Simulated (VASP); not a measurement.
A run of VASP 6.6.1:

The input INCAR:

```
ALGO = Normal
EDIFF = 1E-6
ENCUT = 520
GGA = PS
ISIF = 2
ISMEAR = 0
LASPH = T
LCHARG = T
LELF = T
LREAL = F
LVHAR = T
LWAVE = F
NBANDS = 14
NELM = 80
PREC = Accurate
SIGMA = 0.15
```

The input KPOINTS:

```
k-points
0
Gamma
  16 16 16
```

The input POSCAR:

```
AlNi
1.0
    2.7657600000      0.0000000000      0.0000000000
    0.0000000000      2.7657600000      0.0000000000
    0.0000000000      0.0000000000      2.7657600000
Al Ni
1 1
Direct
    0.0000000000      0.0000000000      0.0000000000
    0.5000000000      0.5000000000      0.5000000000
```

Potentials or basis: VASP PAW PBE potentials, release 64 (Al, Ni).

The run is started by

```bash
$ cat potpaw_PBE.64/Al/POTCAR potpaw_PBE.64/Ni/POTCAR > POTCAR
$ mpirun -np 1 vasp_std > vasp.out
```

Hardware: 1 thread of Intel Xeon 8259CL, with other jobs on the host.

Problem. Estimate the wall time of this run.

Solution. It took 49 s on 1 thread of Intel Xeon 8259CL, with other jobs on the host, peak memory 0.18 GiB. Counts: scf iterations 13, k points 165.
